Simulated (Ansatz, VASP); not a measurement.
**Two plane-wave programs on Si3Ge2**

```xyz
5
Lattice="-1.4861 1.4861 9.4549 1.4861 -1.4861 9.4549 1.4861 1.4861 -9.4549" Properties=species:S:1:pos:R:3 pbc="T T T"
Si    0.0000    0.0000   17.2742
Si    0.0000    0.0000    9.4549
Si    0.0000    0.0000    1.6357
Ge    0.0000    0.0000   13.0253
Ge    0.0000    0.0000    5.8845
```

Alike in both runs: functional PBE; k mesh 18 × 18 × 18; occupations gaussian, width 0.1 eV; no spin polarisation.

Ansatz relaxed the structure, and its values are those at the end. VASP's run is a single point on that final structure, the one shown.

|  | VASP | Ansatz |
| --- | --- | --- |
| version | VASP 6.6.1 | Ansatz 0.2.0 |
| potentials or method | VASP PAW PBE potentials, release 64 (Si, Ge_d), cutoff 520 eV | scalar-relativistic, plane waves, PAW |
| valence electrons in the cell | 40 | 40 |

```tsv
	VASP	Ansatz	Ansatz less VASP
gap on the k mesh at the Fermi level (eV)	none	none	-
pressure (GPa)	0.0	0.0	+0.02
```

A gap of «none» marks a metal or a gap that the smearing closes. With one functional, cell and mesh, what is left measures potentials, basis and numerics.
